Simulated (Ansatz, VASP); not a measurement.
# In: VASP beside Ansatz

Contents of INCAR:

```
PREC     = Accurate       # precision mode
ENCUT    = 520            # plane-wave cutoff, eV
EDIFF    = 1E-7           # SCF threshold, eV
ISMEAR   = 0              # smearing method
SIGMA    = 0.1            # smearing width, eV
LREAL    = False          # projectors in reciprocal space
LASPH    = True           # aspherical terms in the spheres
NELM     = 100            # most SCF steps
ALGO     = Normal         # electronic algorithm
ISIF     = 2              # what is computed and relaxed
LWAVE    = False          # write WAVECAR
LCHARG   = False          # write CHGCAR
GGA      = PE             # functional
NBANDS   = 12             # bands
```

The input KPOINTS:

```
regular mesh
0
Gamma
  6 6 6
```

POSCAR

```
In
1.0
    3.0233190160      0.0000000000      0.0000000000
    0.0000000000      3.0233190160      0.0000000000
    0.0000000000      0.0000000000      3.0233190160
In
1
Direct
    0.0000000000      0.0000000000      0.0000000000
```

Input for Ansatz:

```yaml
crystal:
  lattice:
    - [3.023319016, 0.0, 0.0]
    - [0.0, 3.023319016, 0.0]
    - [0.0, 0.0, 3.023319016]
  atoms:
    - { symbol: In, position: [0.0, 0.0, 0.0] }
basis:
  ecutwfc: 420
kpoints:
  mp_grid: { grid: [6, 6, 6] }
hamiltonian:
  xc: pbe
scf:
  occupations: { method: gaussian, width: 0.1 }
  lower_state_search: "off"
output:
  forces: true
  stress: true
  eigenvalues: true
```

Alike in both runs: task single point; functional PBE; k mesh 6 × 6 × 6; occupations gaussian, width 0.1 eV; no spin polarisation.

|  | VASP | Ansatz |
| --- | --- | --- |
| version | VASP 6.6.1 | Ansatz 0.2.0 |
| potentials or method | VASP PAW PBE potentials, release 64 (In_d), cutoff 520 eV | scalar-relativistic, plane waves, PAW |
| valence electrons in the cell | 13 | 13 |

```csv
,VASP,Ansatz,Ansatz less VASP
gap on the k mesh at the Fermi level (eV),none,none,-
pressure (GPa),2.6,2.6,+0.02
```

A gap of «none» marks a metal or a gap that the smearing closes.
